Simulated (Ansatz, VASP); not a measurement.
Two plane-wave programs on Ta4Ga

```
CELL_PARAMETERS angstrom
4.65000 0.00000 0.00000
-2.32500 4.02702 0.00000
0.00000 0.00000 8.01046
ATOMIC_POSITIONS crystal
Ta 0.33333 0.66667 0.50000
Ta 0.00000 0.00000 0.34442
Ta 0.00000 0.00000 0.65558
Ta 0.66667 0.33333 0.50000
Ga 0.00000 0.00000 0.00000
```

Alike in both runs: functional PBE; k mesh 6 × 6 × 4; occupations gaussian, width 0.1 eV; no spin polarisation.

Ansatz relaxed the structure, and its values are those at the end. VASP's run is a single point on that final structure, the one shown.

```csv
,VASP,Ansatz
version,VASP 6.6.1,Ansatz 0.2.0
potentials or method,"VASP PAW PBE potentials, release 64 (Ta_pv, Ga_d), cutoff 520 eV","scalar-relativistic, plane waves, PAW"
valence electrons in the cell,57,65
```

```csv
,VASP,Ansatz,Ansatz less VASP
gap on the k mesh at the Fermi level (eV),none,none,-
pressure (GPa),0.1,0.0,-0.07
rms of the force components (eV/Å),0.011,0.007,-0.0043
```

A gap of «none» marks a metal or a gap that the smearing closes. The functional is the same, so the differences come from potentials, cutoffs and numerics. VASP's potentials hold 57 valence electrons a cell and Ansatz's 65, so a difference there can come from the potentials and not from the codes.

Spin-orbit coupling is off throughout.
